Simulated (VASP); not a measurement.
# Ba (Im-3m) in VASP: further runs, part 2 of 2

VASP 6.6.1.

## 3. Single point, PBE, collinear spin, ferromagnetic start (volume scaled by 1.02)

Input file INCAR:

```
SYSTEM = Ba
ALGO = Normal ; EDIFF = 1E-6
ENCUT = 520 ; GGA = PE
ISIF = 2 ; ISMEAR = 1
ISPIN = 2 ; LASPH = .TRUE.
LCHARG = .FALSE. ; LORBIT = 11
LREAL = .FALSE. ; LWAVE = .FALSE.
MAGMOM = 0.5 ; NBANDS = 15
NELM = 150 ; PREC = Accurate
SIGMA = 0.05
```

Input file KPOINTS:

```
k-points
0
G
  8 8 8
  0 0 0
```

Input file POSCAR:

```
Ba
1.0
   -2.5230998215      2.5230998215      2.5230998215
    2.5230998215     -2.5230998215      2.5230998215
    2.5230998215      2.5230998215     -2.5230998215
Ba
1
Direct
    0.0000000000      0.0000000000      0.0000000000
```

Potentials or basis: VASP PAW PBE potentials, release 64 (Ba_sv).

Command:

```bash
cat potpaw_PBE.64/Ba_sv/POTCAR > POTCAR
mpirun -np 1 vasp_std > vasp.out
```

OUTCAR:

```text
SYSTEM = Ba
   EDIFF = 1E-6
   ENCUT = 520
   GGA = PE
   ISIF = 2
   ISMEAR = 1
   ISPIN = 2
   LASPH = .TRUE.
   LORBIT = 11
   LREAL = .FALSE.
   NELM = 150
   PREC = Accurate

 ion  position               nearest neighbor table
   1  0.000  0.000  0.000-

  LATTYP: Found a body centered cubic cell.
 ALAT       =     5.0461996430

  Lattice vectors:

 A1 = (  -2.5230998215,   2.5230998215,   2.5230998215)
 A2 = (   2.5230998215,  -2.5230998215,   2.5230998215)
 A3 = (   2.5230998215,   2.5230998215,  -2.5230998215)

Analysis of symmetry for initial positions (statically):
=====================================================================
 Subroutine PRICEL returns:
 Original cell was already a primitive cell.

 Routine SETGRP: Setting up the symmetry group for a
 body centered cubic supercell.

 Subroutine GETGRP returns: Found 48 space group operations
 (whereof 48 operations were pure point group operations)
 out of a pool of 48 trial point group operations.

The static configuration has the point symmetry O_h .

Analysis of symmetry for dynamics (positions and initial velocities):
=====================================================================
 Subroutine PRICEL returns:
 Original cell was already a primitive cell.

 Routine SETGRP: Setting up the symmetry group for a
 body centered cubic supercell.

 Subroutine GETGRP returns: Found 48 space group operations
 (whereof 48 operations were pure point group operations)
 out of a pool of 48 trial point group operations.

The dynamic configuration has the point symmetry O_h .

Analysis of structural, dynamic, and magnetic symmetry:
=====================================================================
 Subroutine PRICEL returns:
 Original cell was already a primitive cell.

 Routine SETGRP: Setting up the symmetry group for a
 body centered cubic supercell.

 Subroutine GETGRP returns: Found 48 space group operations
 (whereof 48 operations were pure point group operations)
 out of a pool of 48 trial point group operations.

The overall configuration has the point symmetry O_h .

 Subroutine INISYM returns: Found 48 space group operations
 (whereof 48 operations are pure point group operations),
 and found     1 'primitive' translations

----------------------------------------------------------------------------------------

                                     Primitive cell

  volume of cell :      64.2485

  direct lattice vectors                    reciprocal lattice vectors
    -2.523099821  2.523099821  2.523099821     0.000000000  0.198168933  0.198168933
     2.523099821 -2.523099821  2.523099821     0.198168933  0.000000000  0.198168933
     2.523099821  2.523099821 -2.523099821     0.198168933  0.198168933  0.000000000

  length of vectors
     4.370137083  4.370137083  4.370137083     0.280253193  0.280253193  0.280253193

  position of ions in fractional coordinates (direct lattice)
     0.000000000  0.000000000  0.000000000

  ion indices of the primitive-cell ions
   primitive index   ion index
                 1           1

----------------------------------------------------------------------------------------

 KPOINTS: k-points

Automatic generation of k-mesh.
 Grid dimensions read from file:
 generate k-points for:    8    8    8

[... 68 lines left out ...]
   NFREE  =      0    steps in history (QN), initial steepest desc. (CG)
   ISIF   =      2    stress and relaxation
   ISYM   =      2    0-nonsym 1-usesym 2-fastsym
   POTIM  = 0.5000    time-step for ionic-motion
   TEBEG  =    0.0;   TEEND  =   0.0 temperature during run
   PSTRESS=    0.0 pullay stress
   NELECT =      10.0000    total number of electrons
   NUPDOWN=      -1.0000    fix difference up-down
   EMIN   =  10.00;   EMAX   =-10.00  energy-range for DOS
   EFERMI =   0.00;   METHOD = LEGACY
   ISMEAR =     1;   SIGMA  =   0.05  broadening in eV -4-tet -1-fermi 0-gaus
   EFERMI_NEDOS =   21; number of points for ismear=-14 and -15
   IALGO  =     38    algorithm
   IMIX   =      4    mixing-type and parameters
     AMIX     =   0.40;   BMIX     =  1.00
     AMIX_MAG =   1.60;   BMIX_MAG =  1.00
  volume/ion in A,a.u.               =      64.25       433.57
  Fermi-wavevector in a.u.,A,eV,Ry     =   0.880617  1.664125 10.551132  0.775486
  Thomas-Fermi vector in A             =   2.001002
   LORBIT       =     11    0 simple, 1 ext, 2 COOP (PROOUT), +10 PAW based schemes
   GGA     = PE    functional components
   LHFCALC =     F    Hartree Fock is set to
   AEXX    =    0.0000 exact exchange contribution
   IVDW    =     0    specifies the selected vdW correction
   LEPSILON=     F    determine dielectric tensor
   LRPA    =     F    only Hartree local field effects (RPA)
 spin polarized calculation
 Methfessel and Paxton  Order N= 1 SIGMA  =   0.05
  energy-cutoff  :      520.00
  volume of cell :       64.25
 maximum number of plane-waves:      1748
 NGX is ok and might be reduce to    36
   NGX = 17   NGY = 17   NGZ = 17

 number of electron      10.0000001 magnetization       0.0043503

 number of electron      10.0000001 magnetization      -0.0008210

 Free energy of the ion-electron system (eV)
  ---------------------------------------------------
  ext. energy  EPLUGINS =         0.00000000
  ---------------------------------------------------
  free energy    TOTEN  =        -1.91165173 eV

  energy without entropy =       -1.91147254  energy(sigma->0) =       -1.91159200

 E-fermi :   1.5194     XC(G=0):  -7.3466

 val. band max:        1.5152224444   @ k =  -0.3750   0.5000   0.2500
 cond. band min:       1.6910111937   @ k =   0.2500   0.2500   0.1250
 fundamental gap:      0.1757887493
 Fermi energy:         1.5193829781

 spin component 1

 k-point     1 :       0.0000    0.0000    0.0000
  band No.  band energies     occupation
      1     -27.3375      1.00000
      2     -12.2970      1.00000
      3     -12.2970      1.00000
      4     -12.2970      1.00000
      5      -1.1579      1.00000
      6       3.3903      0.00000
      7       3.3903      0.00000
      8       3.3903      0.00000
      9       4.7654      0.00000
     10       4.7654      0.00000
     11       8.4607      0.00000
     12       8.4607      0.00000
     13       8.4607      0.00000
     14      13.7050      0.00000
[... 403 lines left out ...]
      4     -12.4568      1.00000
      5       1.2226      1.00000
      6       1.8220     -0.00000
      7       3.4304      0.00000
      8       3.6474      0.00000
      9       5.0573      0.00000
     10       5.4694      0.00000
     11       8.5707      0.00000
     12       9.5343      0.00000
     13       9.8974      0.00000
     14      11.6535      0.00000
     15      13.4374      0.00000

 [... further k-points ...]

 spin component 2

 k-point     1 :       0.0000    0.0000    0.0000
  band No.  band energies     occupation
      1     -27.3373      1.00000
      2     -12.2973      1.00000
      3     -12.2973      1.00000
      4     -12.2973      1.00000
      5      -1.1583      1.00000
      6       3.3902      0.00000
      7       3.3902      0.00000
      8       3.3902      0.00000
      9       4.7646      0.00000
     10       4.7646      0.00000
     11       8.4599      0.00000
     12       8.4599      0.00000
     13       8.4599      0.00000
     14      13.7038      0.00000
[... 403 lines left out ...]
      4     -12.4571      1.00000
      5       1.2219      1.00000
      6       1.8211     -0.00000
      7       3.4302      0.00000
      8       3.6470      0.00000
      9       5.0571      0.00000
     10       5.4693      0.00000
     11       8.5702      0.00000
     12       9.5341      0.00000
     13       9.8967      0.00000
     14      11.6527      0.00000
     15      13.4373      0.00000

 [... further k-points ...]
[... 5 lines left out ...]
  --------------------------------------------------------------------------------------
  -------------------------------------------------------------------------------------
  Total       -0.0465645     -0.0465645     -0.0465645      0.0000000     -0.0000000     -0.0000000
  in kB       -1.1611863     -1.1611863     -1.1611863      0.0000000     -0.0000000     -0.0000000
  external PRESSURE =      -1.1611863 kB  Pullay stress =       0.0000000 kB

 VOLUME and BASIS-vectors are now :
 -----------------------------------------------------------------------------
  energy-cutoff  :      520.00
  volume of cell :       64.25
      direct lattice vectors                 reciprocal lattice vectors
    -2.523099821  2.523099821  2.523099821     0.000000000  0.198168933  0.198168933
     2.523099821 -2.523099821  2.523099821     0.198168933  0.000000000  0.198168933
     2.523099821  2.523099821 -2.523099821     0.198168933  0.198168933  0.000000000

 POSITION                                       TOTAL-FORCE (eV/Angst)
 -----------------------------------------------------------------------------------
      0.00000      0.00000      0.00000         0.000000      0.000000     -0.000000
 -----------------------------------------------------------------------------------
    total drift:                               -0.000000      0.000000      0.000000

  FREE ENERGIE OF THE ION-ELECTRON SYSTEM (eV)
  ---------------------------------------------------
  free  energy   TOTEN  =        -1.9116517336 eV

  energy  without entropy=       -1.9114725447  energy(sigma->0) =       -1.91159200

 total charge

# of ion       s       p       d       tot
------------------------------------------
    1        2.068   5.551   0.268   7.887

 magnetization (x)

# of ion       s       p       d       tot
------------------------------------------
    1        0.000  -0.000  -0.000  -0.000
```

stdout:

```text
POSCAR found type information on POSCAR Ba
 POSCAR found :  1 types and       1 ions
 scaLAPACK will be used
 LDA part: xc-table for (Slater+PW92), standard interpolation
 POSCAR, INCAR and KPOINTS ok, starting setup
 FFT: planning ... GRIDC
 FFT: planning ... GRID_SOFT
 FFT: planning ... GRID
 WAVECAR not read
 entering main loop
```

It took 35 s on 1 thread of Intel Xeon Platinum 8488C (Sapphire Rapids), shared host; peak memory 0.25 GiB.

Results:

```
Free energy                                           : -1.9117 eV
Pressure                                              : -0.1 GPa
Band gap on the k mesh                                : zero (filled and empty bands overlap)
Net moment                                            : 0.00 μB per cell
Valence electrons inside the program's atomic spheres : Ba 7.89
```

Caveat: spin-orbit coupling is left out, which moves the levels of the heavy elements.

## 4. Single point, PBE, collinear spin, ferromagnetic start (volume scaled by 1.04)

Input file INCAR:

```
SYSTEM = Ba
ALGO = Normal ; EDIFF = 1E-7
ENCUT = 520 ; GGA = PE
ISIF = 2 ; ISMEAR = 1
ISPIN = 2 ; LASPH = .True.
LCHARG = .False. ; LORBIT = 11
LREAL = .False. ; LWAVE = .False.
MAGMOM = 0.5 ; NBANDS = 15
NELM = 150 ; PREC = Accurate
SIGMA = 0.05
```

Input file KPOINTS:

```
k-points
0
Gamma
  8 8 8
  0 0 0
```

Input file POSCAR:

```
Ba
1.0
   -2.5394840457      2.5394840457      2.5394840457
    2.5394840457     -2.5394840457      2.5394840457
    2.5394840457      2.5394840457     -2.5394840457
Ba
1
Direct
    0.0000000000      0.0000000000      0.0000000000
```

Command:

```bash
cat potpaw_PBE.64/Ba_sv/POTCAR > POTCAR
mpirun -np 1 vasp_std > vasp.out
```

It took 37 s on 1 thread of Intel Xeon Platinum 8488C (Sapphire Rapids), shared host; peak memory 0.25 GiB.

Results (log left out):

- Free energy: -1.9100 eV
- Pressure: -0.3 GPa
- Band gap on the k mesh: zero (filled and empty bands overlap)
- Net moment: 0.00 μB per cell
- Valence electrons inside the program's atomic spheres: Ba 7.88

Levels at points of the mesh, in eV from the Fermi level:
Spin up:
```csv
k point,band 3,band 4,band 5,band 6,band 7,band 8
"(0.00, 0.00, 0.00)",-13.87,-13.87,-2.68,1.84,1.84,1.84
"(0.50, 0.00, 0.00)",-14.00,-13.88,-0.82,0.74,1.19,3.14
"(0.50, 0.50, 0.50)",-14.16,-14.16,-0.44,-0.44,4.22,4.22
```
Spin down:
```
           k point  band 3  band 4  band 5  band 6  band 7  band 8
(0.00, 0.00, 0.00)  -13.87  -13.87   -2.68    1.84    1.84    1.84
(0.50, 0.00, 0.00)  -14.00  -13.88   -0.82    0.74    1.19    3.14
(0.50, 0.50, 0.50)  -14.16  -14.16   -0.44   -0.44    4.22    4.22
```

Caveat: spin-orbit coupling is left out, which moves the levels of the heavy elements.

## 5. Single point, PBE, collinear spin, ferromagnetic start (volume scaled by 1.06)

Input file INCAR:

```
ALGO     = Normal         # electronic algorithm
EDIFF    = 1E-7           # SCF threshold, eV
ENCUT    = 520            # plane-wave cutoff, eV
GGA      = PE             # functional
ISIF     = 2              # what is computed and relaxed
ISMEAR   = 1              # smearing method
ISPIN    = 2              # spin polarisation
LASPH    = T              # aspherical terms in the spheres
LCHARG   = F              # write CHGCAR
LORBIT   = 11             # projections on sites
LREAL    = F              # projectors in reciprocal space
LWAVE    = F              # write WAVECAR
MAGMOM   = 0.5            # initial moments
NBANDS   = 15             # bands
NELM     = 150            # most SCF steps
PREC     = Accurate       # precision mode
SIGMA    = 0.05           # smearing width, eV
```

Input file KPOINTS:

```
k-points
0
Gamma
  8 8 8
```

Input file POSCAR:

```
Ba
1.0
   -2.5556595394      2.5556595394      2.5556595394
    2.5556595394     -2.5556595394      2.5556595394
    2.5556595394      2.5556595394     -2.5556595394
Ba
1
Direct
    0.0000000000      0.0000000000      0.0000000000
```

Command:

```bash
cat potpaw_PBE.64/Ba_sv/POTCAR > POTCAR
mpirun -np 1 vasp_std > vasp.out
```

Run time: 40 s. Hardware: 1 thread of Intel Xeon Platinum 8488C (Sapphire Rapids), shared host; peak memory 0.25 GiB.

The run converged. Its results:

```yaml
Free_energy: -1.9070 eV
Pressure: -0.5 GPa
Band_gap_on_the_k_mesh: zero (filled and empty bands overlap)
Net_moment: 0.00 μB per cell
Valence_electrons_inside_the_program's_atomic_spheres: Ba 7.88
```

Levels at points of the mesh, in eV from the Fermi level:
Spin up:
| k point | band 1 | band 2 | band 3 | band 4 | band 5 | band 6 | band 7 | band 8 | band 9 | band 10 |
| --- | --- | --- | --- | --- | --- | --- | --- | --- | --- | --- |
| (0.00, 0.00, 0.00) | -28.95 | -13.93 | -13.93 | -13.93 | -2.68 | 1.80 | 1.80 | 1.80 | 3.12 | 3.12 |
| (0.50, 0.00, 0.00) | -28.92 | -14.31 | -14.05 | -13.93 | -0.82 | 0.73 | 1.12 | 3.07 | 3.63 | 4.96 |
| (0.50, 0.50, 0.50) | -28.89 | -14.20 | -14.20 | -14.20 | -0.43 | -0.43 | 4.12 | 4.12 | 4.12 | 4.51 |
Spin down:
| k point | band 3 | band 4 | band 5 | band 6 | band 7 | band 8 |
| --- | --- | --- | --- | --- | --- | --- |
| (0.00, 0.00, 0.00) | -13.93 | -13.93 | -2.68 | 1.80 | 1.80 | 1.80 |
| (0.50, 0.00, 0.00) | -14.05 | -13.93 | -0.82 | 0.73 | 1.12 | 3.07 |
| (0.50, 0.50, 0.50) | -14.20 | -14.20 | -0.43 | -0.43 | 4.12 | 4.12 |

Caveat: spin-orbit coupling is left out, which moves the levels of the heavy elements.

## 6. Single point, PBE (volume scaled by 0.94)

Input file INCAR:

```
PREC = Accurate
ENCUT = 520
EDIFF = 1E-7
ISMEAR = -5
SIGMA = 0.05
LREAL = F
LASPH = T
NELM = 80
ALGO = Fast
ISIF = 2
LWAVE = F
LCHARG = F
GGA = PE
NBANDS = 11
```

Input file KPOINTS:

```
regular mesh
0
Gamma
  8 8 8
```

Input file POSCAR:

```
Ba
1.0
    4.2527607814      0.0000000000      0.0000000000
   -1.4175869269      4.0095413166      0.0000000000
   -1.4175869269     -2.0047706576      3.4723646381
Ba
1
Direct
    0.0000000000      0.0000000000      0.0000000000
```

Potentials or basis: VASP PAW PBE potentials, release 64 (Ba_sv).

Command:

```bash
cat potpaw_PBE.64/Ba_sv/POTCAR > POTCAR
mpirun -np 1 vasp_std > vasp.out
```

Run time: 7 s. Hardware: 1 thread of Intel Xeon 6975P-C (Granite Rapids), shared host; peak memory 0.17 GiB.

Results (log left out):

* Free energy: -1.9011 eV
* Pressure: 0.7 GPa
* Band gap on the k mesh: zero (band 5 reaches 2.44 eV, above the bottom of band 6 at 1.22 eV)

Levels at points of the mesh, in eV from the Fermi level:
```tsv
k point	band 2	band 3	band 4	band 5	band 6	band 7	band 8	band 9
(0.00, 0.00, 0.00)	-13.64	-13.64	-13.64	-2.73	1.95	1.95	1.95	3.44
(0.50, 0.00, 0.00)	-14.20	-13.82	-13.65	-0.88	0.73	1.50	3.44	4.04
(0.50, 0.50, 0.50)	-14.03	-14.03	-14.03	-0.58	-0.58	4.72	4.72	4.72
```

Caveat: spin-orbit coupling is left out, which moves the levels of the heavy elements; tetrahedron occupations give inexact forces and stress in metals.

## 7. Summary

| spin | cell | smearing | gap on the mesh (eV) | pressure (GPa) | moment (μB) |
| --- | --- | --- | --- | --- | --- |
| collinear, ferromagnetic start | a = 4.341 Å, angles 109.5°, 1 atom | methfessel-paxton 0.05 eV | none | 0.1 | 0.01 |
| collinear, ferromagnetic start | a = 4.370 Å, angles 109.5°, 1 atom | methfessel-paxton 0.05 eV | none | -0.1 | 0.00 |
| collinear, ferromagnetic start | a = 4.399 Å, angles 109.5°, 1 atom | methfessel-paxton 0.05 eV | none | -0.3 | 0.00 |
| collinear, ferromagnetic start | a = 4.427 Å, angles 109.5°, 1 atom | methfessel-paxton 0.05 eV | none | -0.5 | 0.00 |
| off | a = 4.253 Å, angles 109.5°, 1 atom | tetrahedron | none | 0.7 | - |

Alike in all rows: task single point; level PBE; potentials or basis VASP PAW PBE potentials, release 64 (Ba_sv); k mesh 8 × 8 × 8; cutoff (eV) 520.

Caveats: spin-orbit coupling is left out, which moves the levels of the heavy elements; tetrahedron occupations give inexact forces and stress in metals (some runs).

Total energies depend on the potentials used, so only differences within one code and one set of settings carry meaning.
